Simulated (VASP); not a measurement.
Wanted: the native input for a VASP 6.6.1 run.

```yaml
Task: single point
Functional: PBEsol
Potentials_or_basis: VASP PAW PBE potentials, release 64 (Al, O)
Cutoff: 520 eV
k_mesh: 6 × 6 × 6
Occupations: gaussian, width 0.05 eV
Spin: no spin polarisation
Dipole_correction: no
Further_INCAR_settings: ALGO = Normal; EDIFF = 1e-07; NBANDS = 35
```

The structure of Al2O3 lies in POSCAR:

```
Al2O3
1.0
    2.3445095314      1.3536032091      4.4950499742
   -2.3445095314      1.3536032091      4.4950499742
    0.0000000000     -2.7072064181      4.4950499742
Al O
4 6
Direct
    0.8520350473      0.8520350473      0.8520350473
    0.6479649527      0.6479649527      0.6479649527
    0.1479649527      0.1479649527      0.1479649527
    0.3520350473      0.3520350473      0.3520350473
    0.0558571577      0.4441428423      0.7500000000
    0.7500000000      0.0558571577      0.4441428423
    0.4441428423      0.7500000000      0.0558571577
    0.9441428423      0.5558571577      0.2500000000
    0.2500000000      0.9441428423      0.5558571577
    0.5558571577      0.2500000000      0.9441428423
```

This cell differs from its parent crystal: volume 8.559 Å^3 an atom, c/a of the conventional cell 2.8759.

These files were run (other wordings do the same):

INCAR

```
SYSTEM = Al2O3
PREC = Accurate
ENCUT = 520
EDIFF = 1E-7
ISMEAR = 0
SIGMA = 0.05
LREAL = .False.
LASPH = .True.
NELM = 60
ALGO = Normal
ISIF = 2
LWAVE = .False.
LCHARG = .False.
GGA = PS
NBANDS = 35
```

KPOINTS

```
regular mesh
0
Gamma
  6 6 6
  0 0 0
```

Potentials or basis: VASP PAW PBE potentials, release 64 (Al, O).

Run with:

```bash
$ cat potpaw_PBE.64/Al/POTCAR potpaw_PBE.64/O/POTCAR > POTCAR
$ mpirun -np 1 vasp_std > vasp.out
```

It gave:

```
Pressure               : 1.0 GPa
Largest force          : 0.313 eV/Å
Band gap on the k mesh : 5.89 eV, direct
```

Caveat: the PAW data sets were made with another functional, which shifts forces and pressure a little.

It took 58 s on 1 thread of Intel(R) Xeon(R) 6975P-C (Granite Rapids), on a shared host, peak memory 0.26 GiB.
